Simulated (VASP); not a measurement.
Here is a VASP 6.6.1 calculation.

Contents of INCAR:

```
PREC = Accurate
ENCUT = 600
EDIFF = 1E-7
ISMEAR = 0
SIGMA = 0.1
LREAL = F
LASPH = T
NELM = 80
ALGO = Normal
ISIF = 3
LWAVE = F
LCHARG = F
GGA = PS
IBRION = 2
NSW = 80
EDIFFG = -0.01
```

Contents of KPOINTS:

```
regular mesh
0
Gamma
  16 16 16
```

POSCAR

```
Sc
1.0
   -1.8135954035      1.8135954035      1.8135954035
    1.8135954035     -1.8135954035      1.8135954035
    1.8135954035      1.8135954035     -1.8135954035
Sc
1
Direct
    0.0000000000      0.0000000000      0.0000000000
```

Potentials or basis: VASP PAW PBE potentials, release 64 (Sc_sv).

The run is started by

```console
$ cat potpaw_PBE.64/Sc_sv/POTCAR > POTCAR
$ mpirun -np 1 vasp_std > vasp.out
```

(1) Predict the relaxed volume.

(2) Estimate the relaxed cell.

(3) Predict the space group after relaxing (to 0.05 Å).

## Answers

(1) 23.90 Å³/atom.

(2) a = 3.143 Å, b = 3.143 Å, c = 3.143 Å, α = 109.47°, β = 109.47°, γ = 109.47°.

(3) Im-3m (No. 229).

Caveat: the PAW data sets were made with another functional, which shifts forces and pressure a little.
